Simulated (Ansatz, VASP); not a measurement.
# One calculation of MnO, two programs

INCAR

```
SYSTEM = MnO
  PREC = Accurate
  ENCUT = 700
  EDIFF = 1E-6
  ISMEAR = 0
  SIGMA = 0.05
  LREAL = .FALSE.
  LASPH = .TRUE.
  NELM = 200
  ALGO = Normal
  ISIF = 2
  LWAVE = .FALSE.
  LCHARG = .FALSE.
  ISPIN = 2
  MAGMOM = 5 -5 0 0
  LORBIT = 11
  LMAXMIX = 4
  LDAU = .TRUE.
  LDAUTYPE = 2
  LDAUL = 2 -1
  LDAUU = 3.9 0
  LDAUJ = 0 0
  LDAUPRINT = 1
  GGA = RE
  NBANDS = 33
  GGA_COMPAT = .FALSE.
```

Contents of KPOINTS:

```
regular mesh
0
G
  12 12 6
  0 0 0
```

Contents of POSCAR:

```
MnO
1.0
    0.0000000000      2.2695972285      2.2695972285
    2.2695972285      0.0000000000      2.2695972285
    4.4801717668      4.4801717668      0.0590226902
Mn O
2 2
Direct
    0.0000000000      0.0000000000      0.0000000000
    0.0000000000      0.0000000000      0.5000000000
    0.5000000006      0.5000000006      0.2499999991
    0.4999999994      0.4999999994      0.7500000009
```

Input for Ansatz:

```yaml
crystal:
  lattice:
    - [0.0, 2.2695972285, 2.2695972285]
    - [2.2695972285, 0.0, 2.2695972285]
    - [4.4801717668, 4.4801717668, 0.0590226902]
  atoms:
    - { symbol: Mn, position: [0.0, 0.0, 0.0], spin: 5.0 }
    - { symbol: O, position: [0.5000000006, 0.5000000006, 0.2499999991] }
    - { symbol: Mn, position: [0.0, 0.0, 0.5], spin: -5.0 }
    - { symbol: O, position: [0.4999999994, 0.4999999994, 0.7500000009] }
basis:
  ecutwfc: 420
  ecutrho_ratio: 4
kpoints:
  mp_grid: { grid: [12, 12, 6] }
hamiltonian:
  xc: revpbe
  hubbard: { sites: [{ species: Mn, l: d, u_eff: 3.9 }] }
scf:
  occupations: { method: gaussian, width: 0.05 }
  initial_density: { chi_scale: 0.1 }
output:
  forces: true
  stress: true
magnetization:
  spin_polarized: true
```

Alike in both runs: task single point; functional revPBE; k mesh 12 × 12 × 6; occupations gaussian, width 0.05 eV; collinear spin; Hubbard terms Mn d U = 3.9 eV.

```csv
,VASP,Ansatz
version,VASP 6.6.1,Ansatz 0.2.0
potentials or method,"VASP PAW PBE potentials, release 64 (Mn_sv, O), cutoff 700 eV","scalar-relativistic, plane waves, PAW"
valence electrons in the cell,42,42
```

```tsv
	VASP	Ansatz	Ansatz less VASP
pressure (GPa)	0.8	3.6	+2.75
net moment per atom (μB)	0.00	0.00	0.000
size of the moment on the site where the two differ most (μB)	4.47	4.28	-0.191
```

VASP's potentials were made for PBE, not for revPBE. Site moments also hang on the region over which each program counts them. The programs project onto different local orbitals, so the same U acts differently, and such runs can settle in different states.
